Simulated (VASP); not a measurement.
Here is a VASP 6.6.1 calculation.

The input INCAR:

```
PREC = Accurate
ENCUT = 520
EDIFF = 1E-7
ISMEAR = -1
SIGMA = 0.05
LREAL = False
LASPH = True
NELM = 60
ALGO = Normal
ISIF = 2
LWAVE = False
LCHARG = True
GGA = PE
LELF = True
LVHAR = True
NBANDS = 8
```

The input KPOINTS:

```
Automatic mesh
0
Gamma
  11 11 11
```

File POSCAR:

```
H
1.0
   -1.8559420652      1.8559420652      2.2843271065
    1.8559420652     -1.8559420652      2.2843271065
    1.8559420652      1.8559420652     -2.2843271065
H
2
Direct
    0.0821542144      0.0821542144      0.0000000000
    0.9178457856      0.9178457856      0.0000000000
```

Potentials or basis: VASP PAW PBE potentials, release 64 (H).

Launch:

```bash
$ cat potpaw_PBE.64/H/POTCAR > POTCAR
$ mpirun -np 1 vasp_std > vasp.out
```

Predict the pressure.

-0.2 GPa.

What does it give for the band gap on the k mesh?

9.34 eV, indirect (least direct gap 9.83 eV).

Forces in eV/Å, atoms in the order of the input:
```
H    0.000  0.000 -0.009
H    0.000  0.000  0.009
```

A k mesh can miss the band edges. A hybrid or GW would open this gap; PBE tends to underestimate it.
